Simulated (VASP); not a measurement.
# S (P6/mmm) in VASP: further runs

The runs below take S through relaxation of cell and atoms, single point, with r2SCAN.

All numbers are computed with VASP 6.6.1; they aren't measurements. Logs are shortened: lines on timing, memory, paths and dates and some standing lists are left out, and cuts for length are marked.

## 1. The cell of the first run

The structure is hexagonal, space group P6/mmm (No. 191). Conventional cell: a = 3.627 Å, b = 3.627 Å, c = 2.084 Å, α = 90.00°, β = 90.00°, γ = 120.00°. S (site symmetry 6/mmm) has 2 S at 2.08 Å within 2.8 Å.

This isn't the form of S at room conditions, which is orthorhombic, of S8 rings.

## 2. Relaxation of cell and atoms, r2SCAN

The input, POSCAR:

```
S
1.0
    3.6273425488      0.0000000000      0.0000000000
   -1.8136712745      3.1413707955      0.0000000000
    0.0000000000      0.0000000000      2.0843649310
S
1
Direct
    0.0000000000      0.0000000000      0.0000000000
```

The input, INCAR.step1:

```
PREC = Accurate
ENCUT = 600
ISMEAR = 0
SIGMA = 0.1
LREAL = F
LASPH = T
NELM = 100
GGA = PE
ALGO = Normal
EDIFF = 1E-4
LWAVE = T
LCHARG = F
```

The input, INCAR.step2:

```
PREC = Accurate
ENCUT = 600
EDIFF = 1E-7
ISMEAR = 0
SIGMA = 0.1
LREAL = F
LASPH = T
NELM = 100
ALGO = Normal
ISIF = 3
LWAVE = F
LCHARG = F
METAGGA = R2SCAN
LMIXTAU = T
IBRION = 2
NSW = 100
EDIFFG = -0.01
ISTART = 1
```

The input, KPOINTS:

```
regular mesh
0
Gamma
  18 18 26
```

Potentials or basis: VASP PAW PBE potentials, release 64 (S).

Started as:

```bash
$ cat potpaw_PBE.64/S/POTCAR > POTCAR
$ cp INCAR.step1 INCAR
$ mpirun -np 1 vasp_std > vasp.out
$ cp INCAR.step2 INCAR
$ mpirun -np 1 vasp_std > vasp.out
```

OUTCAR:

```text
PREC = Accurate
   ENCUT = 600
   EDIFF = 1E-7
   ISMEAR = 0
   LREAL = F
   LASPH = T
   NELM = 100
   ISIF = 3
   METAGGA = R2SCAN
   IBRION = 2
   NSW = 100
   EDIFFG = -0.01
   ISTART = 1

 ion  position               nearest neighbor table
   1  0.000  0.000  0.000-

  LATTYP: Found a hexagonal cell.
 ALAT       =     3.6273425488
 C/A-ratio  =     0.5746258874

  Lattice vectors:

 A1 = (   3.6273425488,   0.0000000000,   0.0000000000)
 A2 = (  -1.8136712745,   3.1413707955,   0.0000000000)
 A3 = (   0.0000000000,   0.0000000000,   2.0843649310)

Analysis of symmetry for initial positions (statically):
=====================================================================
 Subroutine PRICEL returns:
 Original cell was already a primitive cell.

 Routine SETGRP: Setting up the symmetry group for a
 hexagonal supercell.

 Subroutine GETGRP returns: Found 24 space group operations
 (whereof 24 operations were pure point group operations)
 out of a pool of 24 trial point group operations.

The static configuration has the point symmetry D_6h.

Analysis of symmetry for dynamics (positions and initial velocities):
=====================================================================
 Subroutine PRICEL returns:
 Original cell was already a primitive cell.

 Routine SETGRP: Setting up the symmetry group for a
 hexagonal supercell.

 Subroutine GETGRP returns: Found 24 space group operations
 (whereof 24 operations were pure point group operations)
 out of a pool of 24 trial point group operations.

The dynamic configuration has the point symmetry D_6h.

 Subroutine INISYM returns: Found 24 space group operations
 (whereof 24 operations are pure point group operations),
 and found     1 'primitive' translations

----------------------------------------------------------------------------------------

                                     Primitive cell

  volume of cell :      23.7510

  direct lattice vectors                    reciprocal lattice vectors
     3.627342549  0.000000000  0.000000000     0.275683916  0.159166183  0.000000000
    -1.813671275  3.141370795  0.000000000     0.000000000  0.318332367  0.000000000
     0.000000000  0.000000000  2.084364931     0.000000000  0.000000000  0.479762438

  length of vectors
[... 91 lines left out ...]
   NELECT =       6.0000    total number of electrons
   NUPDOWN=      -1.0000    fix difference up-down
   EMIN   =  10.00;   EMAX   =-10.00  energy-range for DOS
   EFERMI =   0.00;   METHOD = LEGACY
   ISMEAR =     0;   SIGMA  =   0.10  broadening in eV -4-tet -1-fermi 0-gaus
   EFERMI_NEDOS =   21; number of points for ismear=-14 and -15
   IALGO  =     38    algorithm
   IMIX   =      4    mixing-type and parameters
     AMIX     =   0.40;   BMIX     =  1.00
     AMIX_MAG =   1.60;   BMIX_MAG =  1.00
  volume/ion in A,a.u.               =      23.75       160.28
  Fermi-wavevector in a.u.,A,eV,Ry     =   1.034899  1.955676 14.572063  1.071016
  Thomas-Fermi vector in A             =   2.169217
   LORBIT       =      0    0 simple, 1 ext, 2 COOP (PROOUT), +10 PAW based schemes
   METAGGA = R2SCAN    functional components
   LHFCALC =     F    Hartree Fock is set to
   AEXX    =    0.0000 exact exchange contribution
   IVDW    =     0    specifies the selected vdW correction
   LEPSILON=     F    determine dielectric tensor
   LRPA    =     F    only Hartree local field effects (RPA)
 conjugate gradient relaxation of ions
 non-spin polarized calculation
 Gauss-broadening in eV      SIGMA  =   0.10
  energy-cutoff  :      600.00
  volume of cell :       23.75
 maximum number of plane-waves:       812
 NGX is ok and might be reduce to    30

--------------------------------------- Ionic step        1  -------------------------------------------

 number of electron       6.0000001 magnetization

 Free energy of the ion-electron system (eV)
  ---------------------------------------------------
  ext. energy  EPLUGINS =         0.00000000
  ---------------------------------------------------
  free energy    TOTEN  =        -7.27940049 eV

  energy without entropy =       -7.27605320  energy(sigma->0) =       -7.27772684

------------------------ aborting loop because EDIFF is reached ----------------------------------------

  FORCE on cell =-STRESS in cart. coord.  units (eV):
  Direction    XX          YY          ZZ          XY          YZ          ZX
  --------------------------------------------------------------------------------------
  -------------------------------------------------------------------------------------
  Total       -0.0078824     -0.0078824     -0.1266468      0.0000000     -0.0000000      0.0000000
  in kB       -0.5317236     -0.5317236     -8.5432504      0.0000000     -0.0000000      0.0000000
  external PRESSURE =      -3.2022325 kB  Pullay stress =       0.0000000 kB
[... 57 lines left out ...]
--------------------------------------- Ionic step        3  -------------------------------------------

 number of electron       6.0000000 magnetization

 Free energy of the ion-electron system (eV)
  ---------------------------------------------------
  ext. energy  EPLUGINS =         0.00000000
  ---------------------------------------------------
  free energy    TOTEN  =        -7.27954990 eV

  energy without entropy =       -7.27632895  energy(sigma->0) =       -7.27793943

 E-fermi :   2.7378     XC(G=0):  -9.2801

 val. band max:        2.7274835914   @ k =   0.2222  -0.0000   0.2692
 cond. band min:       2.7484047727   @ k =   0.3333   0.3333   0.4231
 fundamental gap:      0.0209211812
 Fermi energy:         2.7378326094

 k-point     1 :       0.0000    0.0000    0.0000
  band No.  band energies     occupation
      1     -14.3274      2.00000
      2      -0.2585      2.00000
      3      -0.2585      2.00000
      4       6.9754      0.00000
      5      11.8186      0.00000
      6      11.8186      0.00000
      7      14.4553      0.00000
[... 221 lines left out ...]
 k-point    24 :       0.3889    0.1111    0.0000
  band No.  band energies     occupation
      1     -13.8430      2.00000
      2      -2.8562      2.00000
      3      -1.1243      2.00000
      4       8.7253      0.00000
      5      13.8106      0.00000
      6      14.6134      0.00000
      7      16.1717      0.00000

 [... further k-points ...]

------------------------ aborting loop because EDIFF is reached ----------------------------------------

  FORCE on cell =-STRESS in cart. coord.  units (eV):
  Direction    XX          YY          ZZ          XY          YZ          ZX
  --------------------------------------------------------------------------------------
  -------------------------------------------------------------------------------------
  Total       -0.0021256     -0.0021256      0.0018457      0.0000000     -0.0000000      0.0000000
  in kB       -0.1437635     -0.1437635      0.1248317      0.0000000     -0.0000000      0.0000000
  external PRESSURE =      -0.0542318 kB  Pullay stress =       0.0000000 kB
[... 16 lines left out ...]
  FREE ENERGIE OF THE ION-ELECTRON SYSTEM (eV)
  ---------------------------------------------------
  free  energy   TOTEN  =        -7.2795498984 eV

  energy  without entropy=       -7.2763289518  energy(sigma->0) =       -7.27793943

 reached required accuracy - stopping structural energy minimisation
```

OUTCAR.step1:

```text
PREC = Accurate
   ENCUT = 600
   ISMEAR = 0
   LREAL = F
   LASPH = T
[... 457 lines left out ...]

 POSITION                                       TOTAL-FORCE (eV/Angst)
 -----------------------------------------------------------------------------------
      0.00000      0.00000      0.00000         0.000000      0.000000      0.000000
 -----------------------------------------------------------------------------------
    total drift:                               -0.000000      0.000000      0.000000

  FREE ENERGIE OF THE ION-ELECTRON SYSTEM (eV)
  ---------------------------------------------------
  free  energy   TOTEN  =        -3.4242101206 eV

  energy  without entropy=       -3.4202453162  energy(sigma->0) =       -3.42222772
```

Wall time 8.1 min (1 thread of Intel Xeon 6975P-C (Granite Rapids), shared host); peak memory 0.21 GiB.

What came out:

```yaml
Free_energy: -7.2795 eV
Relaxed_volume: 23.69 Å³/atom
Relaxed_cell: a = 3.627 Å, b = 3.627 Å, c = 2.080 Å, α = 90.00°, β = 90.00°, γ = 120.00°
Space_group_after_relaxing_to_0.1_Å: P6/mmm (No. 191)
Energy_gained_by_relaxing: 0.1 meV/atom
Ionic_steps: 3
Pressure_after_relaxing: 0.0 GPa
Band_gap_on_the_k_mesh: zero (bands 3 and 4 overlap by 3.68 eV)
```

Step by step:
```tsv
step	energy change (eV)	largest force (eV/Å)	pressure (GPa)	volume (Å³)
1	0.0000	0.0000	-0.32	23.75
2	0.0003	0.0000	0.52	23.59
3	-0.0001	0.0000	-0.01	23.69
```

Final structure:
```
S
1.0
     3.62682    0.00000    0.00000
    -1.81341    3.14092    0.00000
     0.00000    0.00000    2.07954
S
1
Cartesian
  0.0000 0.0000 0.0000
```

Levels at points of the mesh, in eV from the Fermi level:
```csv
k point,band 1,band 2,band 3,band 4,band 5,band 6,band 7
"(0.00, 0.00, 0.00)",-17.07,-3.00,-3.00,4.24,9.08,9.08,11.72
"(0.50, 0.00, 0.00)",-16.58,-5.74,-3.61,5.37,11.88,12.99,13.17
"(0.00, 0.00, 0.50)",-8.99,-8.75,2.26,2.26,9.35,9.35,12.83
"(0.50, 0.00, 0.50)",-8.45,-8.40,0.22,1.80,5.92,8.59,13.06
```

Caveat: the PAW data sets were made with another functional, which shifts forces and pressure a little.

## 3. Single point, r2SCAN

This run uses another cell than the first one: it holds 3 atoms, not 1.

The input, POSCAR:

```
S
1.0
    6.4062764845      0.0000000000      0.0000000000
   -3.2031382423      5.5479981792      0.0000000000
    0.0000000000      0.0000000000      2.0919630059
S
3
Direct
    0.0000000000      0.0000000000      0.0000000000
    0.3333333333      0.6666666667      0.5000000000
    0.6666666667      0.3333333333      0.5000000000
```

The input, INCAR.step1:

```
  PREC = Accurate
  ENCUT = 520
  ISMEAR = 0
  SIGMA = 0.1
  LREAL = F
  LASPH = T
  NELM = 100
  NBANDS = 16
  GGA = PE
  ALGO = Normal
  EDIFF = 1E-4
  LWAVE = T
  LCHARG = F
```

The input, INCAR.step2:

```
  PREC = Accurate
  ENCUT = 520
  EDIFF = 1E-6
  ISMEAR = 0
  SIGMA = 0.1
  LREAL = F
  LASPH = T
  NELM = 100
  ALGO = Normal
  ISIF = 2
  LWAVE = F
  LCHARG = F
  METAGGA = R2SCAN
  LMIXTAU = T
  NBANDS = 16
  ISTART = 1
```

The input, KPOINTS:

```
Automatic mesh
0
Gamma
  9 9 22
```

Potentials or basis: VASP PAW PBE potentials, release 64 (S).

Started as:

```bash
$ cat potpaw_PBE.64/S/POTCAR > POTCAR
$ cp INCAR.step1 INCAR
$ mpirun -np 1 vasp_std > vasp.out
$ cp INCAR.step2 INCAR
$ mpirun -np 1 vasp_std > vasp.out
```

Run time: 3.4 min. Hardware: 1 thread of Intel Xeon 6975P-C (Granite Rapids), shared host; peak memory 0.26 GiB.

Results (log left out):

- Free energy: -21.7759 eV
- Pressure: -0.3 GPa
- Band gap on the k mesh: zero (bands 9 and 10 overlap by 2.99 eV)

Stress tensor (GPa, compression positive):
```
-0.06  0.00  0.00
 0.00 -0.06  0.00
 0.00  0.00 -0.89
```

Levels at points of the mesh, in eV from the Fermi level:
```csv
k point,band 6,band 7,band 8,band 9,band 10,band 11,band 12,band 13
"(0.00, 0.00, 0.00)",-4.81,-4.81,-2.99,-2.99,4.26,8.90,8.90,8.91
"(0.00, 0.00, 0.50)",-8.21,0.87,0.87,1.23,1.23,1.64,1.64,6.88
```

Caveat: the PAW data sets were made with another functional, which shifts forces and pressure a little.

The gap in the log of VASP goes by the Fermi energy; the results here count the filled bands.